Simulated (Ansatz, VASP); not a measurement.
One calculation of KI, two programs

The input INCAR:

```
SYSTEM = KI
ALGO = Normal
EDIFF = 1E-7
ENCUT = 520
GGA = PE
ISIF = 2
ISMEAR = -1
LASPH = .TRUE.
LCHARG = .FALSE.
LREAL = .FALSE.
LWAVE = .FALSE.
NBANDS = 24
NELM = 60
PREC = Accurate
SIGMA = 0.02
```

Contents of KPOINTS:

```
k-points
0
G
  6 6 4
  0 0 0
```

POSCAR

```
KI
1.0
    5.8051200980      0.0000000000      0.0000000000
   -2.9025600490      5.2303178079      0.0000000000
    0.0000000000      0.0000000000      7.0391247712
K I
2 2
Direct
    0.3361449467      0.6722898935     -0.0625000000
    0.6638550533      0.3277101065      0.4375000000
    0.3368607010      0.6737214021      0.4375000000
    0.6631392990      0.3262785979      0.9375000000
```

Input for Ansatz:

```yaml
crystal:
  lattice:
    - [5.805120098, 0.0, 0.0]
    - [-2.902560049, 5.2303178079, 0.0]
    - [0.0, 0.0, 7.0391247712]
  atoms:
    - { symbol: K, position: [0.3361449467, 0.6722898935, -0.0625] }
    - { symbol: K, position: [0.6638550533, 0.3277101065, 0.4375] }
    - { symbol: I, position: [0.336860701, 0.6737214021, 0.4375] }
    - { symbol: I, position: [0.663139299, 0.3262785979, 0.9375] }
kpoints:
  mp_grid: { grid: [6, 6, 4] }
  band_path:
    path:
      - [0.0, 0.0, 0.0]
      - [0.5, 0.0, 0.0]
      - [0.3333333333, 0.3333333333, 0.0]
      - [0.0, 0.0, 0.5]
      - [0.5, 0.0, 0.5]
      - [0.3333333333, 0.3333333333, 0.5]
    npoints: 1
hamiltonian:
  xc: pbe
scf:
  occupations: { method: fermi_dirac, width: 0.02 }
  n_extra_bands: 5
output:
  forces: true
  stress: true
  eigenvalues: true
  write_density: true
  write_potential: true
  elf: true
  volumetric_format: npy
```

Change from the starting cell: uniaxial_x strain -3.9%.

Alike in both runs: task single point; functional PBE; k mesh 6 × 6 × 4; occupations fermi-dirac, width 0.02 eV; no spin polarisation.

|  | VASP | Ansatz |
| --- | --- | --- |
| version | VASP 6.6.1 | Ansatz 0.2.0 |
| potentials or method | VASP PAW PBE potentials, release 64 (K_sv, I) | plane waves, PAW |
| plane-wave cutoff (eV) | 520 | 420 |
| valence electrons in the cell | 32 | 52 |

Ansatz gave:

```
gap on the k mesh at the Fermi level (eV)                     : 3.83
pressure (GPa)                                                : 0.6
traceless stress, the component that is largest in VASP (GPa) : -0.18
```

Q: What did VASP give for the same quantities?

A: gap on the k mesh at the Fermi level (eV): 3.83; pressure (GPa): 0.7; traceless stress, the component that is largest in VASP (GPa): -0.18.

The functional is the same, so the differences come from potentials, cutoffs and numerics. VASP's potentials hold 32 valence electrons a cell and Ansatz's 52, so a difference there can come from the potentials and not from the codes. Ansatz's warnings: xc potential rough in thin density.

Spin-orbit coupling is off throughout.
